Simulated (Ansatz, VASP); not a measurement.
Lu: VASP beside Ansatz

Contents of INCAR:

```
SYSTEM = Lu
PREC = Accurate
ENCUT = 520
EDIFF = 1E-6
ISMEAR = -1
SIGMA = 0.1
LREAL = .False.
LASPH = .True.
NELM = 80
ALGO = Normal
ISIF = 2
LWAVE = .False.
LCHARG = .True.
GGA = PE
LELF = .True.
LVHAR = .True.
NBANDS = 18
```

The input KPOINTS:

```
regular mesh
0
Gamma
  12 12 12
  0 0 0
```

The input POSCAR:

```
Lu
1.0
    2.3629983407      0.0000000000      0.0000000000
    0.0000000000      2.3629983407      0.0000000000
    0.0000000000      0.0000000000      2.3629983407
Lu
1
Direct
    0.0000000000      0.0000000000      0.0000000000
```

Input for Ansatz:

```yaml
crystal:
  lattice:
    - [2.3629983407, 0.0, 0.0]
    - [0.0, 2.3629983407, 0.0]
    - [0.0, 0.0, 2.3629983407]
  atoms:
    - { symbol: Lu, position: [0.0, 0.0, 0.0] }
kpoints:
  mp_grid: { grid: [12, 12, 12] }
  band_path:
    path:
      - [0.0, 0.0, 0.0]
      - [0.0, 0.5, 0.0]
      - [0.5, 0.5, 0.0]
      - [0.0, 0.0, 0.0]
      - [0.5, 0.5, 0.5]
      - [0.0, 0.5, 0.0]
      - [0.5, 0.5, 0.5]
      - [0.5, 0.5, 0.0]
    npoints: 8
scf:
  occupations: { method: fermi_dirac, width: 0.1 }
hamiltonian:
  xc: pbe
  pseudopotentials: { kind: all_electron, lapw: { basis_error: 0.001 } }
output:
  forces: true
  stress: true
  eigenvalues: true
  populations: true
  dos: { projected: true, de: 0.2, e_range: [-14, 8] }
```

Change from the starting cell: volume scaled by 0.4, LAPW.

Alike in both runs: task single point; functional PBE; k mesh 12 × 12 × 12; occupations fermi-dirac, width 0.1 eV; no spin polarisation.

|  | VASP | Ansatz |
| --- | --- | --- |
| version | VASP 6.6.1 | Ansatz 0.2.0 |
| potentials or method | VASP PAW PBE potentials, release 64 (Lu), cutoff 520 eV | all-electron LAPW, scalar-relativistic |

Ansatz gave:

- pressure (GPa): 147.0

Task: Which values does VASP return?

Result: Pressure (GPa): 153.4.

Both programs put the cell under a high pressure, so it lies far from rest at this level. Ansatz ran all-electron here, and VASP with PAW potentials.

Neither program's run includes spin-orbit coupling. Noted on VASP's run: the cell as given lies far from equilibrium.
